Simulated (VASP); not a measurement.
# Ti (Cmcm) in VASP: single point with r2SCAN

Aim: the single point of Ti with r2SCAN.

All numbers are computed with VASP 6.6.1; they aren't measurements. Logs are shortened: lines on timing, memory, paths and dates and some standing lists are left out, and cuts for length are marked.

### 1 The cell of the first run

The structure is orthorhombic, space group Cmcm (No. 63). The conventional cell has a = 3.282 Å, b = 4.641 Å, c = 4.641 Å, α = 90.00°, β = 90.00°, γ = 90.00°. Ti (site symmetry m2m) has 14 Ti at 2.84 to 3.33 Å within 3.7 Å.

### 2 Single point, r2SCAN (atoms displaced along a vibrational mode)

Input file POSCAR:

```
Ti
1.0
   -1.6410000000      1.6410000000      1.6410000000
    1.6410000000     -1.6410000000      1.6410000000
    3.2820000000      3.2820000000      0.0000000000
Ti
2
Direct
   -0.0070021238      0.0070021238      0.0000000000
    0.5070021238      0.4929978762      0.5000000000
```

Input file INCAR.step1:

```
SYSTEM = Ti
  PREC = Accurate
  ENCUT = 520
  ISMEAR = 0
  SIGMA = 0.15
  LREAL = .False.
  LASPH = .True.
  NELM = 60
  NBANDS = 19
  GGA = PE
  ALGO = Normal
  EDIFF = 1E-4
  LWAVE = .True.
  LCHARG = .False.
```

Input file INCAR.step2:

```
SYSTEM = Ti
  PREC = Accurate
  ENCUT = 520
  EDIFF = 1E-6
  ISMEAR = 0
  SIGMA = 0.15
  LREAL = .False.
  LASPH = .True.
  NELM = 60
  ALGO = Normal
  ISIF = 2
  LWAVE = .False.
  LCHARG = .False.
  METAGGA = R2SCAN
  LMIXTAU = .True.
  NBANDS = 19
  ISTART = 1
```

Input file KPOINTS:

```
Automatic mesh
0
Gamma
  18 18 10
  0 0 0
```

Potentials or basis: VASP PAW PBE potentials, release 64 (Ti_sv).

On the command line:

```sh
cat potpaw_PBE.64/Ti_sv/POTCAR > POTCAR
cp INCAR.step1 INCAR
mpirun -np 1 vasp_std > vasp.out
cp INCAR.step2 INCAR
mpirun -np 1 vasp_std > vasp.out
```

OUTCAR:

```text
SYSTEM = Ti
   PREC = Accurate
   ENCUT = 520
   EDIFF = 1E-6
   ISMEAR = 0
   LREAL = .False.
   LASPH = .True.
   NELM = 60
   ISIF = 2
   METAGGA = R2SCAN
   ISTART = 1

 ion  position               nearest neighbor table
   1  0.993  0.007  0.000-   2 2.84   2 2.84   2 2.84   2 2.84
   2  0.507  0.493  0.500-   1 2.84   1 2.84   1 2.84   1 2.84

  LATTYP: Found a base centered orthorhombic cell.
 ALAT       =     3.2820000000
 B/A-ratio  =     1.4142135624
 C/A-ratio  =     1.4142135624

  Lattice vectors:

 A1 = (  -1.6410000000,   1.6410000000,   1.6410000000)
 A2 = (   1.6410000000,  -1.6410000000,   1.6410000000)
 A3 = (   3.2820000000,   3.2820000000,   0.0000000000)

Analysis of symmetry for initial positions (statically):
=====================================================================
 Subroutine PRICEL returns:
 Original cell was already a primitive cell.

 Routine SETGRP: Setting up the symmetry group for a
 base centered orthorhombic supercell.

 Subroutine GETGRP returns: Found  8 space group operations
 (whereof  4 operations were pure point group operations)
 out of a pool of  8 trial point group operations.

The static configuration has the point symmetry C_2v.
 The point group associated with its full space group is D_2h.

Analysis of symmetry for dynamics (positions and initial velocities):
=====================================================================
 Subroutine PRICEL returns:
 Original cell was already a primitive cell.

 Routine SETGRP: Setting up the symmetry group for a
 base centered orthorhombic supercell.

 Subroutine GETGRP returns: Found  8 space group operations
 (whereof  4 operations were pure point group operations)
 out of a pool of  8 trial point group operations.

The dynamic configuration has the point symmetry C_2v.
 The point group associated with its full space group is D_2h.

 Subroutine INISYM returns: Found  8 space group operations
 (whereof  4 operations are pure point group operations),
 and found     1 'primitive' translations

----------------------------------------------------------------------------------------

                                     Primitive cell

  volume of cell :      35.3521

  direct lattice vectors                    reciprocal lattice vectors
    -1.641000000  1.641000000  1.641000000    -0.152346130  0.152346130  0.304692261
     1.641000000 -1.641000000  1.641000000     0.152346130 -0.152346130  0.304692261
     3.282000000  3.282000000  0.000000000     0.152346130  0.152346130  0.000000000

  length of vectors
     2.842295375  2.842295375  4.641448912     0.373170284  0.373170284  0.215449964

  position of ions in fractional coordinates (direct lattice)
     0.992997876  0.007002124  0.000000000
     0.507002124  0.492997876  0.500000000

  ion indices of the primitive-cell ions
   primitive index   ion index
                 1           1
                 2           2

----------------------------------------------------------------------------------------

 KPOINTS: Automatic mesh

Automatic generation of k-mesh.
 Grid dimensions read from file:
 generate k-points for:   18   18   10

 Generating k-lattice:

  Cartesian coordinates                     Fractional coordinates (reciprocal lattice)
    -0.008463674  0.008463674  0.016927348     0.055555556  0.000000000  0.000000000
     0.008463674 -0.008463674  0.016927348     0.000000000  0.055555556  0.000000000
     0.015234613  0.015234613  0.000000000     0.000000000  0.000000000  0.100000000

  Length of vectors
     0.020731682  0.020731682  0.021544996

  Shift w.r.t. Gamma in fractional coordinates (k-lattice)
     0.000000000  0.000000000  0.000000000

 Subroutine IBZKPT returns following result:
 ===========================================

 Found    546 irreducible k-points:

 Following reciprocal coordinates:
            Coordinates               Weight
  0.000000  0.000000  0.000000      1.000000
  0.055556  0.000000  0.000000      4.000000
  0.111111  0.000000  0.000000      4.000000
  0.166667  0.000000  0.000000      4.000000
  0.222222  0.000000  0.000000      4.000000
  0.277778  0.000000  0.000000      4.000000
[... 16 lines left out ...]
 -0.277778  0.055556  0.000000      4.000000
 -0.222222  0.055556  0.000000      4.000000
 [... further k-points ...]
   k-points           NKPTS =    546   k-points in BZ     NKDIM =    546   number of bands    NBANDS=     19
   number of dos      NEDOS =    301   number of ions     NIONS =      2
   total plane-waves  NPLWV =  20736
   dimension x,y,z NGX =    24 NGY =   24 NGZ =   36
   dimension x,y,z NGXF=    48 NGYF=   48 NGZF=   72
   ions per type =               2
   NGX,Y,Z   is equivalent  to a cutoff of  14.04, 14.04, 12.89 a.u.
   NGXF,Y,Z  is equivalent  to a cutoff of  28.08, 28.08, 25.79 a.u.
 SYSTEM =  Ti
   PREC   = accura    normal or accurate (medium, high low for compatibility)
   ISTART =      1    job   : 0-new  1-cont  2-samecut
   ICHARG =      0    charge: 1-file 2-atom 10-const
   ISPIN  =      1    spin polarized calculation?
   LNONCOLLINEAR =      F non collinear calculations
   LSORBIT =      F    spin-orbit coupling
   LASPH  =      T    aspherical Exc in radial PAW
   ENCUT  =  520.0 eV  38.22 Ry    6.18 a.u.   5.28  5.28  8.63*2*pi/ulx,y,z
   NELM   =     60;   NELMIN=  2; NELMDL=  0     # of ELM steps
   EDIFF  = 0.1E-05   stopping-criterion for ELM
   LREAL  =      F    real-space projection
   EDIFFG = 0.1E-04   stopping-criterion for IOM
   NSW    =      0    number of steps for IOM
   IBRION =     -1    ionic relax: 0-MD 1-quasi-New 2-CG
   NFREE  =      0    steps in history (QN), initial steepest desc. (CG)
   ISIF   =      2    stress and relaxation
   ISYM   =      2    0-nonsym 1-usesym 2-fastsym
   POTIM  = 0.5000    time-step for ionic-motion
   TEBEG  =    0.0;   TEEND  =   0.0 temperature during run
   PSTRESS=    0.0 pullay stress
   NELECT =      24.0000    total number of electrons
   NUPDOWN=      -1.0000    fix difference up-down
   EMIN   =  10.00;   EMAX   =-10.00  energy-range for DOS
   EFERMI =   0.00;   METHOD = LEGACY
   ISMEAR =     0;   SIGMA  =   0.15  broadening in eV -4-tet -1-fermi 0-gaus
   EFERMI_NEDOS =   21; number of points for ismear=-14 and -15
   IALGO  =     38    algorithm
   IMIX   =      4    mixing-type and parameters
     AMIX     =   0.40;   BMIX     =  1.00
     AMIX_MAG =   1.60;   BMIX_MAG =  1.00
  volume/ion in A,a.u.               =      17.68       119.28
  Fermi-wavevector in a.u.,A,eV,Ry     =   1.438821  2.718977 28.166848  2.070205
  Thomas-Fermi vector in A             =   2.557745
   LORBIT       =      0    0 simple, 1 ext, 2 COOP (PROOUT), +10 PAW based schemes
   METAGGA = R2SCAN    functional components
   LHFCALC =     F    Hartree Fock is set to
   AEXX    =    0.0000 exact exchange contribution
   IVDW    =     0    specifies the selected vdW correction
   LEPSILON=     F    determine dielectric tensor
   LRPA    =     F    only Hartree local field effects (RPA)
 non-spin polarized calculation
 Gauss-broadening in eV      SIGMA  =   0.15
  energy-cutoff  :      520.00
  volume of cell :       35.35
 maximum number of plane-waves:       966
 NGX is ok and might be reduce to    24
   NGX = 11   NGY = 11   NGZ = 17

 number of electron      24.0000008 magnetization

 Free energy of the ion-electron system (eV)
  ---------------------------------------------------
  ext. energy  EPLUGINS =         0.00000000
  ---------------------------------------------------
  free energy    TOTEN  =       -25.65274149 eV

  energy without entropy =      -25.60291655  energy(sigma->0) =      -25.62782902

 E-fermi :   7.9400     XC(G=0): -12.3094

 val. band max:        7.9392330981   @ k =   0.5000   0.2222   0.3000
 cond. band min:       7.9402583999   @ k =  -0.4444   0.1111   0.4000
 fundamental gap:      0.0010253018
 Fermi energy:         7.9399524975

 k-point     1 :       0.0000    0.0000    0.0000
  band No.  band energies     occupation
      1     -51.0151      2.00000
      2     -50.8875      2.00000
      3     -26.4956      2.00000
      4     -26.0399      2.00000
      5     -25.8434      2.00000
      6     -25.8389      2.00000
[... 11 lines left out ...]
     18      10.8010      0.00000
     19      11.1547      0.00000

 k-point     2 :       0.0556    0.0000    0.0000
  band No.  band energies     occupation
      1     -51.0122      2.00000
      2     -50.8866      2.00000
      3     -26.4889      2.00000
      4     -26.0457      2.00000
      5     -25.8529      2.00000
      6     -25.8514      2.00000
[... 11 lines left out ...]
     18      10.8028      0.00000
     19      11.2234      0.00000

 k-point     3 :       0.1111    0.0000    0.0000
  band No.  band energies     occupation
      1     -51.0039      2.00000
      2     -50.8839      2.00000
      3     -26.4692      2.00000
      4     -26.0651      2.00000
      5     -25.8983      2.00000
      6     -25.8712      2.00000
[... 11 lines left out ...]
     18      10.8171      0.00000
     19      11.3181      0.00000

 k-point     4 :       0.1667    0.0000    0.0000
  band No.  band energies     occupation
      1     -50.9909      2.00000
      2     -50.8801      2.00000
      3     -26.4374      2.00000
      4     -26.1025      2.00000
      5     -25.9676      2.00000
      6     -25.8930      2.00000
[... 11 lines left out ...]
     18      10.8550      0.00000
     19      11.3330      0.00000

 k-point     5 :       0.2222    0.0000    0.0000
  band No.  band energies     occupation
      1     -50.9742      2.00000
      2     -50.8761      2.00000
      3     -26.3952      2.00000
      4     -26.1578      2.00000
      5     -26.0523      2.00000
      6     -25.9088      2.00000
[... 11 lines left out ...]
     18      10.9211      0.00000
     19      11.2785      0.00000
[... 334 lines left out ...]
      2     -50.8660      2.00000
      3     -26.3322      2.00000
      4     -26.2888      2.00000
      5     -26.2623      2.00000
      6     -25.9681      2.00000
[... 11 lines left out ...]
     18      11.1331      0.00000
     19      11.6631      0.00000

 k-point    22 :      -0.3333    0.0556    0.0000
  band No.  band energies     occupation
      1     -50.9418      2.00000
      2     -50.8655      2.00000
      3     -26.3185      2.00000
      4     -26.2789      2.00000
      5     -26.2174      2.00000
      6     -25.9279      2.00000
[... 11 lines left out ...]
     18      11.0400      0.00000
     19      11.1176      0.00000

 k-point    23 :      -0.2778    0.0556    0.0000
  band No.  band energies     occupation
      1     -50.9606      2.00000
      2     -50.8678      2.00000
      3     -26.3705      2.00000
      4     -26.2142      2.00000
      5     -26.1328      2.00000
      6     -25.9198      2.00000
[... 11 lines left out ...]
     18      10.8253      0.00000
     19      11.2973      0.00000

 k-point    24 :      -0.2222    0.0556    0.0000
  band No.  band energies     occupation
      1     -50.9783      2.00000
      2     -50.8720      2.00000
      3     -26.4156      2.00000
      4     -26.1491      2.00000
      5     -26.0443      2.00000
      6     -25.9121      2.00000
[... 11 lines left out ...]
     18      10.7409      0.00000
     19      11.4630      0.00000

 [... further k-points ...]
[... 5 lines left out ...]
  --------------------------------------------------------------------------------------
  -------------------------------------------------------------------------------------
  Total       -0.5343850     -0.5343850     -0.5173994     -0.0308458      0.0000000      0.0000000
  in kB      -24.2186024    -24.2186024    -23.4488077     -1.3979484      0.0000000      0.0000000
  external PRESSURE =     -23.9620042 kB  Pullay stress =       0.0000000 kB

 VOLUME and BASIS-vectors are now :
 -----------------------------------------------------------------------------
  energy-cutoff  :      520.00
  volume of cell :       35.35
      direct lattice vectors                 reciprocal lattice vectors
    -1.641000000  1.641000000  1.641000000    -0.152346130  0.152346130  0.304692261
     1.641000000 -1.641000000  1.641000000     0.152346130 -0.152346130  0.304692261
     3.282000000  3.282000000  0.000000000     0.152346130  0.152346130  0.000000000

 POSITION                                       TOTAL-FORCE (eV/Angst)
 -----------------------------------------------------------------------------------
     -1.61802      1.61802      1.64100         0.129590     -0.129590      0.000000
      1.61802      1.66398      1.64100        -0.129590      0.129590      0.000000
 -----------------------------------------------------------------------------------
    total drift:                                0.000000     -0.000000      0.000000

  FREE ENERGIE OF THE ION-ELECTRON SYSTEM (eV)
  ---------------------------------------------------
  free  energy   TOTEN  =       -25.6527414921 eV

  energy  without entropy=      -25.6029165470  energy(sigma->0) =      -25.62782902
```

It took 24 min on 1 thread of Oxide Virtual Turin-like, shared host; peak memory 0.36 GiB.

Results:

```
Free energy            : -25.6527 eV
Pressure               : -2.4 GPa
Largest force          : 0.183 eV/Å
Band gap on the k mesh : zero (bands 12 and 13 overlap by 1.53 eV)
```

Forces on the atoms (eV/Å):
```
Ti   0.130 -0.130  0.000
Ti  -0.130  0.130  0.000
```

Caveat: the cell differs from its parent crystal (atoms displaced along a vibrational mode); the PAW data sets were made with another functional, which shifts forces and pressure a little.
